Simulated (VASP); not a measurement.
Runs of VASP 6.6.1 on AsSe4. The structure is that of space group P-43m (No. 215), or close to it. The cells are those of the table. 

```tsv
task	cell	k mesh	cutoff (eV)	gap on the mesh (eV)	pressure (GPa)	relaxed volume (Å³/atom)	largest force (eV/Å)
relaxation of cell and atoms	relaxed from a = 4.945 Å, 5 atoms	8 × 8 × 8	600	none	0.0	(a)	0.01
single point	a = 4.945 Å, 5 atoms	8 × 8 × 8	520	none	0.1	-	0.02
relaxation of cell and atoms	relaxed from a = 5.307 Å, 5 atoms	8 × 8 × 8	600	none	0.0	24.18	-
single point	a = 5.307 Å, 5 atoms	4 × 4 × 4	520	none	0.0	-	-
```

Alike in all rows: level PBE; potentials or basis VASP PAW PBE potentials, release 64 (As, Se); no spin polarisation; smearing gaussian 0.1 eV.

Task: Fill in the values left out.

Result: (a) 24.23.

Caveats: the volume moved by over 15 % at a fixed basis, so the end points are rough (some runs).

A k mesh can miss the band edges, and the runs leave out spin-orbit coupling on As, Se.

A gap of «none» marks levels without a gap at the run's occupations.
